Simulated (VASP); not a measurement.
# Mo (P-1) in VASP: single point with PBE

Aim: the single point of Mo with PBE.

Everything below comes from runs of VASP 6.6.1. Logs are shortened: lines on timing, memory, paths and dates and some standing lists are left out, and cuts for length are marked.

### Step 1. The cell of the first run

The typed cell holds 1 atom: a = 2.943 Å, b = 2.646 Å, c = 2.568 Å, α = 84.98°, β = 98.39°, γ = 122.87°.

### Step 2. Single point, PBE

INCAR reads:

```
SYSTEM = Mo
  ALGO = Fast
  EDIFF = 1E-7
  ENCUT = 520
  GGA = PE
  ISIF = 2
  ISMEAR = 0
  LASPH = .TRUE.
  LCHARG = .TRUE.
  LELF = .TRUE.
  LREAL = .FALSE.
  LVHAR = .TRUE.
  LWAVE = .FALSE.
  NBANDS = 13
  NELM = 60
  PREC = Accurate
  SIGMA = 0.15
```

KPOINTS reads:

```
k-points
0
G
  12 12 14
  0 0 0
```

POSCAR reads:

```
Mo
1.0
    2.9350847029      0.0222030073     -0.2105609677
   -1.4483139831      2.2118493824      0.1150114315
   -0.1919947964      0.0102455693      2.5610185001
Mo
1
Direct
    0.0000000000      0.0000000000      0.5000000000
```

Potentials or basis: VASP PAW PBE potentials, release 64 (Mo_sv).

Command:

```
$ cat potpaw_PBE.64/Mo_sv/POTCAR > POTCAR
$ mpirun -np 1 vasp_std > vasp.out
```

OUTCAR:

```text
SYSTEM = Mo
   EDIFF = 1E-7
   ENCUT = 520
   GGA = PE
   ISIF = 2
   ISMEAR = 0
   LASPH = .TRUE.
   LREAL = .FALSE.
   NELM = 60
   PREC = Accurate

 ion  position               nearest neighbor table
   1  0.000  0.000  0.500-

  LATTYP: Found a triclinic cell.
 ALAT       =     2.9427115230
 B/A-ratio  =     1.2276134987
 C/A-ratio  =     2.5721037826
 COS(alpha) =     0.0073614673
 COS(beta)  =     0.6775239816
 COS(gamma) =     0.7108742669

  Lattice vectors:

 A1 = (   2.9350847029,   0.0222030073,  -0.2105609677)
 A2 = (   2.7430899065,   0.0324485766,   2.3504575324)
 A3 = (   4.7673882788,  -2.2101375137,  -5.4476093994)

Analysis of symmetry for initial positions (statically):
=====================================================================
 Subroutine PRICEL returns:
 Original cell was already a primitive cell.

 Routine SETGRP: Setting up the symmetry group for a
 triclinic supercell.

 Subroutine GETGRP returns: Found  2 space group operations
 (whereof  2 operations were pure point group operations)
 out of a pool of  2 trial point group operations.

The static configuration has the point symmetry S_2 .

Analysis of symmetry for dynamics (positions and initial velocities):
=====================================================================
 Subroutine PRICEL returns:
 Original cell was already a primitive cell.

 Routine SETGRP: Setting up the symmetry group for a
 triclinic supercell.

 Subroutine GETGRP returns: Found  2 space group operations
 (whereof  2 operations were pure point group operations)
 out of a pool of  2 trial point group operations.

The dynamic configuration has the point symmetry S_2 .

 Subroutine INISYM returns: Found  2 space group operations
 (whereof  2 operations are pure point group operations),
 and found     1 'primitive' translations

----------------------------------------------------------------------------------------

                                     Primitive cell

  volume of cell :      16.6182

  direct lattice vectors                    reciprocal lattice vectors
     2.935084703  0.022203007 -0.210560968     0.340796471  0.221870427  0.024661267
    -1.448313983  2.211849382  0.115011431    -0.003551515  0.449892259 -0.002066082
    -0.191994796  0.010245569  2.561018500     0.028178984 -0.001962306  0.392590027

  length of vectors
     2.942711523  2.646340627  2.568225600     0.407402626  0.449911020  0.393604923

  position of ions in fractional coordinates (direct lattice)
     0.000000000  0.000000000  0.500000000

  ion indices of the primitive-cell ions
   primitive index   ion index
                 1           1

----------------------------------------------------------------------------------------

 KPOINTS: k-points

Automatic generation of k-mesh.
 Grid dimensions read from file:
 generate k-points for:   12   12   14

 Generating k-lattice:

  Cartesian coordinates                     Fractional coordinates (reciprocal lattice)
     0.028399706  0.018489202  0.002055106     0.083333333 -0.000000000  0.000000000
    -0.000295960  0.037491022 -0.000172174    -0.000000000  0.083333333  0.000000000
     0.002012785 -0.000140165  0.028042145     0.000000000 -0.000000000  0.071428571

  Length of vectors
     0.033950219  0.037492585  0.028114637

  Shift w.r.t. Gamma in fractional coordinates (k-lattice)
     0.000000000  0.000000000  0.000000000

 Subroutine IBZKPT returns following result:
 ===========================================

 Found   1012 irreducible k-points:

 Following reciprocal coordinates:
            Coordinates               Weight
  0.000000  0.000000  0.000000      1.000000
  0.083333  0.000000  0.000000      2.000000
  0.166667  0.000000  0.000000      2.000000
  0.250000  0.000000 -0.000000      2.000000
  0.333333  0.000000  0.000000      2.000000
  0.416667  0.000000 -0.000000      2.000000
[... 16 lines left out ...]
  0.250000  0.166667 -0.000000      2.000000
  0.333333  0.166667 -0.000000      2.000000
 [... further k-points ...]
   k-points           NKPTS =   1012   k-points in BZ     NKDIM =   1012   number of bands    NBANDS=     13
   number of dos      NEDOS =    301   number of ions     NIONS =      1
   total plane-waves  NPLWV =   9600
   dimension x,y,z NGX =    24 NGY =   20 NGZ =   20
   dimension x,y,z NGXF=    48 NGYF=   40 NGZF=   40
   ions per type =               1
   NGX,Y,Z   is equivalent  to a cutoff of  13.56, 12.56, 12.95 a.u.
   NGXF,Y,Z  is equivalent  to a cutoff of  27.12, 25.13, 25.89 a.u.
 SYSTEM =  Mo
   PREC   = accura    normal or accurate (medium, high low for compatibility)
   ISTART =      0    job   : 0-new  1-cont  2-samecut
   ICHARG =      2    charge: 1-file 2-atom 10-const
   ISPIN  =      1    spin polarized calculation?
   LNONCOLLINEAR =      F non collinear calculations
   LSORBIT =      F    spin-orbit coupling
   LASPH  =      T    aspherical Exc in radial PAW
   ENCUT  =  520.0 eV  38.22 Ry    6.18 a.u.   5.47  4.92  4.78*2*pi/ulx,y,z
   NELM   =     60;   NELMIN=  2; NELMDL= -5     # of ELM steps
   EDIFF  = 0.1E-06   stopping-criterion for ELM
   LREAL  =      F    real-space projection
   EDIFFG = 0.1E-05   stopping-criterion for IOM
   NSW    =      0    number of steps for IOM
   IBRION =     -1    ionic relax: 0-MD 1-quasi-New 2-CG
   NFREE  =      0    steps in history (QN), initial steepest desc. (CG)
   ISIF   =      2    stress and relaxation
   ISYM   =      2    0-nonsym 1-usesym 2-fastsym
   POTIM  = 0.5000    time-step for ionic-motion
   TEBEG  =    0.0;   TEEND  =   0.0 temperature during run
   PSTRESS=    0.0 pullay stress
   NELECT =      14.0000    total number of electrons
   NUPDOWN=      -1.0000    fix difference up-down
   EMIN   =  10.00;   EMAX   =-10.00  energy-range for DOS
   EFERMI =   0.00;   METHOD = LEGACY
   ISMEAR =     0;   SIGMA  =   0.15  broadening in eV -4-tet -1-fermi 0-gaus
   EFERMI_NEDOS =   21; number of points for ismear=-14 and -15
   IALGO  =     68    algorithm
   IMIX   =      4    mixing-type and parameters
     AMIX     =   0.40;   BMIX     =  1.00
     AMIX_MAG =   1.60;   BMIX_MAG =  1.00
  volume/ion in A,a.u.               =      16.62       112.14
  Fermi-wavevector in a.u.,A,eV,Ry     =   1.546168  2.921833 32.526554  2.390634
  Thomas-Fermi vector in A             =   2.651442
   LORBIT       =      0    0 simple, 1 ext, 2 COOP (PROOUT), +10 PAW based schemes
   GGA     = PE    functional components
   LHFCALC =     F    Hartree Fock is set to
   AEXX    =    0.0000 exact exchange contribution
   IVDW    =     0    specifies the selected vdW correction
   LEPSILON=     F    determine dielectric tensor
   LRPA    =     F    only Hartree local field effects (RPA)
 non-spin polarized calculation
 RMM-DIIS sequential band-by-band and
 Gauss-broadening in eV      SIGMA  =   0.15
  energy-cutoff  :      520.00
  volume of cell :       16.62
 maximum number of plane-waves:       460
 NGX is ok and might be reduce to    24
   NGX = 11   NGY =  9   NGZ =  9

 number of electron      14.0000001 magnetization

 Free energy of the ion-electron system (eV)
  ---------------------------------------------------
  ext. energy  EPLUGINS =         0.00000000
  ---------------------------------------------------
  free energy    TOTEN  =       -10.18526020 eV

  energy without entropy =      -10.17595056  energy(sigma->0) =      -10.18060538

 E-fermi :  11.6526     XC(G=0): -12.9604

 val. band max:       11.6511687972   @ k =  -0.1667   0.3333   0.4286
 cond. band min:      11.6548070640   @ k =  -0.1667   0.3333   0.1429
 fundamental gap:      0.0036382669
 Fermi energy:        11.6525631729

 k-point     1 :       0.0000    0.0000    0.0000
  band No.  band energies     occupation
      1     -49.5781      2.00000
      2     -23.0154      2.00000
      3     -22.7641      2.00000
      4     -22.7309      2.00000
      5       4.7487      2.00000
      6       7.3931      2.00000
      7       9.2821      2.00000
      8      12.1372      0.00000
      9      15.0018      0.00000
     10      15.5866      0.00000
     11      24.7321      0.00000
     12      26.6568      0.00000
     13      31.9743      0.00000

 k-point     2 :       0.0833    0.0000    0.0000
  band No.  band energies     occupation
      1     -49.5657      2.00000
      2     -23.0736      2.00000
      3     -22.7967      2.00000
      4     -22.7350      2.00000
      5       4.9964      2.00000
      6       7.4832      2.00000
      7       9.2659      2.00000
      8      12.1800      0.00000
      9      14.8393      0.00000
     10      15.4935      0.00000
     11      25.1491      0.00000
     12      27.0549      0.00000
     13      30.7335      0.00000

 k-point     3 :       0.1667    0.0000    0.0000
  band No.  band energies     occupation
      1     -49.5318      2.00000
      2     -23.2785      2.00000
      3     -22.8525      2.00000
      4     -22.7285      2.00000
      5       5.6479      2.00000
      6       7.6985      2.00000
      7       9.2368      2.00000
      8      12.4681      0.00000
      9      14.3481      0.00000
     10      15.3702      0.00000
     11      25.6992      0.00000
     12      27.9046      0.00000
     13      29.3882      0.00000

 k-point     4 :       0.2500    0.0000   -0.0000
  band No.  band energies     occupation
      1     -49.4850      2.00000
      2     -23.5891      2.00000
      3     -22.8966      2.00000
      4     -22.7106      2.00000
      5       6.4121      2.00000
      6       7.8175      2.00000
      7       9.5175      2.00000
      8      13.1509      0.00000
      9      13.7540      0.00000
     10      15.2894      0.00000
     11      24.5404      0.00000
     12      28.5716      0.00000
     13      29.5621      0.00000

 k-point     5 :       0.3333    0.0000    0.0000
  band No.  band energies     occupation
      1     -49.4378      2.00000
      2     -23.9002      2.00000
      3     -22.9335      2.00000
      4     -22.6882      2.00000
      5       6.8420      2.00000
      6       7.8372      2.00000
      7      10.4086      2.00000
      8      13.2342      0.00000
      9      14.1351      0.00000
     10      15.2384      0.00000
     11      22.8186      0.00000
     12      27.4745      0.00000
     13      29.9202      0.00000
[... 257 lines left out ...]
 k-point    22 :       0.1667    0.1667    0.0000
  band No.  band energies     occupation
      1     -49.4228      2.00000
      2     -23.7509      2.00000
      3     -23.1384      2.00000
      4     -22.6810      2.00000
      5       7.1957      2.00000
      6       8.6188      2.00000
      7       8.9440      2.00000
      8      13.2789      0.00000
      9      13.6483      0.00000
     10      14.7343      0.00000
     11      24.5892      0.00000
     12      27.1082      0.00000
     13      30.6238      0.00000

 k-point    23 :       0.2500    0.1667   -0.0000
  band No.  band energies     occupation
      1     -49.3844      2.00000
      2     -23.9898      2.00000
      3     -23.1850      2.00000
      4     -22.6611      2.00000
      5       7.8197      2.00000
      6       8.3994      2.00000
      7       9.2953      2.00000
      8      13.0226      0.00000
      9      14.6428      0.00000
     10      15.2862      0.00000
     11      22.7084      0.00000
     12      25.8579      0.00000
     13      30.6379      0.00000

 k-point    24 :       0.3333    0.1667   -0.0000
  band No.  band energies     occupation
      1     -49.3622      2.00000
      2     -24.1113      2.00000
      3     -23.2386      2.00000
      4     -22.6507      2.00000
      5       7.9049      2.00000
      6       8.2897      2.00000
      7      10.1715      2.00000
      8      12.9085      0.00000
      9      14.5705      0.00000
     10      16.5471      0.00000
     11      21.1994      0.00000
     12      24.6237      0.00000
     13      29.3806      0.00000

 [... further k-points ...]
[... 5 lines left out ...]
  --------------------------------------------------------------------------------------
  -------------------------------------------------------------------------------------
  Total        0.4579501      0.3846663     -0.0146102     -0.0962597      0.0763113     -1.4597668
  in kB       44.1515482     37.0861589     -1.4085913     -9.2805187      7.3572729   -140.7379598
  external PRESSURE =      26.6097052 kB  Pullay stress =       0.0000000 kB

 VOLUME and BASIS-vectors are now :
 -----------------------------------------------------------------------------
  energy-cutoff  :      520.00
  volume of cell :       16.62
      direct lattice vectors                 reciprocal lattice vectors
     2.935084703  0.022203007 -0.210560968     0.340796471  0.221870427  0.024661267
    -1.448313983  2.211849382  0.115011431    -0.003551515  0.449892259 -0.002066082
    -0.191994796  0.010245569  2.561018500     0.028178984 -0.001962306  0.392590027

 POSITION                                       TOTAL-FORCE (eV/Angst)
 -----------------------------------------------------------------------------------
     -0.09600      0.00512      1.28051         0.000000     -0.000000      0.000000
 -----------------------------------------------------------------------------------
    total drift:                               -0.000000      0.000000     -0.000000

  FREE ENERGIE OF THE ION-ELECTRON SYSTEM (eV)
  ---------------------------------------------------
  free  energy   TOTEN  =       -10.1852601952 eV

  energy  without entropy=      -10.1759505647  energy(sigma->0) =      -10.18060538
```

Wall time 90 s (1 thread of Intel Xeon Platinum 8488C (Sapphire Rapids), shared host); peak memory 0.3 GiB.

Results:

```
Free energy            : -10.1853 eV
Pressure               : 2.7 GPa
Band gap on the k mesh : zero (band 7 reaches 12.62 eV, above the bottom of band 8 at 10.70 eV)
```
